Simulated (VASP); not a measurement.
Write the native input for VASP 6.6.1 that does the following.

```yaml
Task: single point
Functional: PBE
Potentials_or_basis: VASP PAW PBE potentials, release 64 (Al, Co, Ni)
Cutoff: 520 eV
k_mesh: 4 × 4 × 6
Occupations: gaussian, width 0.1 eV
Spin: collinear spin, ferromagnetic start
Starting_moments: "[0.0, 0.0, 0.0, 0.0, 3.0, 3.0, 3.0, 2.0] μB"
Dipole_correction: no
Further_INCAR_settings: ALGO = Normal; EDIFF = 1e-06; NBANDS = 38
```

The structure of Al4Co3Ni lies in POSCAR:

```
Al4Co3Ni
1.0
    5.7231581091      0.0000000000      0.0000000000
    0.0000000000      5.7231581091      0.0000000000
    0.0000000000      0.0000000000      2.8738054835
Al Co Ni
4 3 1
Direct
    0.2471808439      0.7528191561      0.0000000000
    0.2471808439      0.2471808439      0.0000000000
    0.7528191561      0.7528191561      0.0000000000
    0.7528191561      0.2471808439      0.0000000000
    0.5000000000      0.0000000000      0.5000000000
    0.0000000000      0.0000000000      0.5000000000
    0.0000000000      0.5000000000      0.5000000000
    0.5000000000      0.5000000000      0.5000000000
```

One way to write it, as run:

INCAR

```
SYSTEM = Al4Co3Ni
PREC = Accurate ; ENCUT = 520
EDIFF = 1E-6 ; ISMEAR = 0
SIGMA = 0.1 ; LREAL = .False.
LASPH = .True. ; NELM = 150
ALGO = Normal ; ISIF = 2
LWAVE = .False. ; LCHARG = .True.
ISPIN = 2 ; MAGMOM = 0 0 0 0 3 3 3 2
LORBIT = 11 ; LMAXMIX = 4
GGA = PE ; LELF = .True.
LVHAR = .True. ; NBANDS = 38
```

KPOINTS

```
regular mesh
0
Gamma
  4 4 6
  0 0 0
```

Potentials or basis: VASP PAW PBE potentials, release 64 (Al, Co, Ni).

Run with:

```sh
$ cat potpaw_PBE.64/Al/POTCAR potpaw_PBE.64/Co/POTCAR potpaw_PBE.64/Ni/POTCAR > POTCAR
$ mpirun -np 1 vasp_std > vasp.out
```

It gave:

```
Pressure                                              : -0.1 GPa
Net moment                                            : 0.83 μB per cell
Site moments                                          : Al -0.01; Co +0.29, +0.37 (each value once); Ni +0.02 μB
Valence electrons inside the program's atomic spheres : Al 0.81; Co 8.42, 8.46 (each value once); Ni 9.45
```

Caveat: the k points lie up to 0.36 Å⁻¹ apart.

It took 3.5 min on 1 thread of Intel(R) Xeon(R) Platinum 8488C (Sapphire Rapids), with other jobs on the host, peak memory 0.34 GiB.
